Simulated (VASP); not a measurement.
# H8C20Cl: single point with PBE

The system is H8C20Cl, a slab with vacuum.

```xyz
29
Lattice="5.0487 0.0000 0.0000 0.0000 5.0487 0.0000 0.0000 0.0000 15.1647" Properties=species:S:1:pos:R:3 pbc="T T T"
H     2.1598    0.0000    1.0000
H     0.3646    0.0000    1.0000
H     4.6842    0.0000    1.0000
H     2.8890    0.0000    1.0000
H     2.1598    2.5244    1.0000
H     0.3646    2.5244    1.0000
H     4.6842    2.5244    1.0000
H     2.8890    2.5244    1.0000
C     1.2622    0.0000    1.6347
C     3.7866    0.0000    1.6347
C     1.2622    2.5244    1.6347
C     3.7866    2.5244    1.6347
C     1.2622    1.2622    2.5272
C     3.7866    1.2622    2.5272
C     1.2622    3.7866    2.5272
C     3.7866    3.7866    2.5272
C     0.0232    1.1867    3.3620
C     2.5606    1.1300    3.4304
C     0.1013    3.7733    3.5716
C     2.5179    3.6537    3.5243
C    -0.0603   -0.0164    4.3948
C     2.3539   -0.0772    4.4795
C     0.1118    2.4654    4.2186
C     2.5483    2.3796    4.4728
C     1.1286    0.4229    5.1634
C     3.7271    0.2870    5.0943
C     1.3547    1.9261    5.0793
C     3.8253    2.0205    5.0678
Cl   -1.3335   -0.0232    6.8819
```

- Program: VASP 6.6.1
- Task: single point
- Functional: PBE
- Potentials or basis: VASP PAW PBE potentials, release 64 (H, C, Cl)
- Cutoff: 520 eV
- k mesh: 2 × 2 × 1
- Occupations: fermi-dirac, width 0.02 eV
- Spin: collinear spin
- Starting moments: [0.0, 0.0, 0.0, 0.0, 0.0, 0.0, 0.0, 0.0, 0.0, 0.0, 0.0, 0.0, 0.0, 0.0, 0.0, 0.0, 0.0, 0.0, 0.0, 0.0, 0.0, 0.0, 0.0, 0.0, 0.0, 0.0, 0.0, 0.0, 1.0] μB

```
Largest force                                         : 8.943 eV/Å
Band gap on the k mesh                                : 0.68 eV
Net moment                                            : 1.00 μB per cell
Site moments                                          : H +0.00, -0.00 (each value once); C +0.00, +0.02, -0.00, +0.03, -0.01, +0.22, -0.16, +0.40 (each value once); Cl +0.03 μB
Valence electrons inside the program's atomic spheres : H 0.84; C 2.68, 2.57, 2.58, 2.52, 2.46, 2.59, 2.49, 2.55, 2.44, 2.61, 2.50, 2.54, 2.62, 2.51, 2.43, 2.39 (each value once); Cl 5.10
```

Forces in eV/Å, atoms in the order of the input:
```
H   -8.942 -0.082 -0.030
H    8.876 -0.101  0.080
H   -8.886 -0.109  0.054
H    8.866 -0.097  0.009
H   -8.918  0.043  0.108
H    8.939 -0.087  0.002
H   -8.893 -0.061  0.066
H    8.909  0.065  0.043
C    0.496 -0.150  1.136
C   -0.264 -0.237  1.299
C   -0.347  0.072  1.382
C   -0.128  0.184  1.556
C    1.065 -1.734 -1.869
C    0.470 -1.501 -1.821
C    0.894 -0.771  0.892
C    0.262 -0.779  1.568
C   -1.048  1.479 -1.278
C   -1.741  1.537 -1.582
C   -2.292  0.021 -3.465
C   -0.499  2.330  0.397
C    0.795  1.228 -1.270
C    4.211  0.599 -2.685
C   -2.032 -3.811  5.359
C    1.939  0.060 -2.410
C    2.618  2.795 -0.021
C   -1.234  2.592  3.024
C   -4.829 -2.043 -0.131
C    1.433 -0.787 -0.555
Cl   0.281 -0.654  0.142
```

Levels at points of the mesh, in eV from the valence-band top:
Spin up:
| k point | band 44 | band 45 | band 46 | band 47 | band 48 | band 49 | band 50 | band 51 | band 52 | band 53 |
| --- | --- | --- | --- | --- | --- | --- | --- | --- | --- | --- |
| (0.00, 0.00, 0.00) | -1.99 | -1.41 | -0.72 | -0.54 | -0.04 | 1.09 | 2.30 | 3.40 | 3.59 | 3.79 |
| (0.50, 0.00, 0.00) | -2.42 | -2.20 | -2.03 | -0.86 | -0.42 | 1.28 | 3.38 | 3.44 | 3.78 | 4.19 |
| (0.00, 0.50, 0.00) | -2.23 | -1.11 | -0.43 | -0.27 | 0.00 | 1.02 | 3.10 | 3.18 | 3.40 | 3.59 |
| (0.50, 0.50, 0.00) | -3.04 | -2.47 | -2.03 | -0.58 | -0.07 | 1.25 | 3.73 | 3.92 | 4.04 | 4.17 |
Spin down:
```csv
k point,band 45,band 46,band 47,band 48,band 49,band 50
"(0.00, 0.00, 0.00)",-1.02,-0.71,-0.06,0.78,1.32,2.31
"(0.50, 0.00, 0.00)",-2.21,-1.96,-0.63,1.21,1.41,3.39
"(0.00, 0.50, 0.00)",-0.72,-0.36,-0.03,0.68,1.60,3.12
"(0.50, 0.50, 0.00)",-2.44,-1.93,-0.32,1.20,1.76,3.81
```

Run time: 24 min on 1 thread of Intel Xeon 8259CL, on a shared host, peak memory 0.68 GiB.

Caveat: the k points lie up to 0.62 Å⁻¹ apart; the atoms stand as in a frame of molecular dynamics; there is no dipole correction, which matters where the two faces differ.
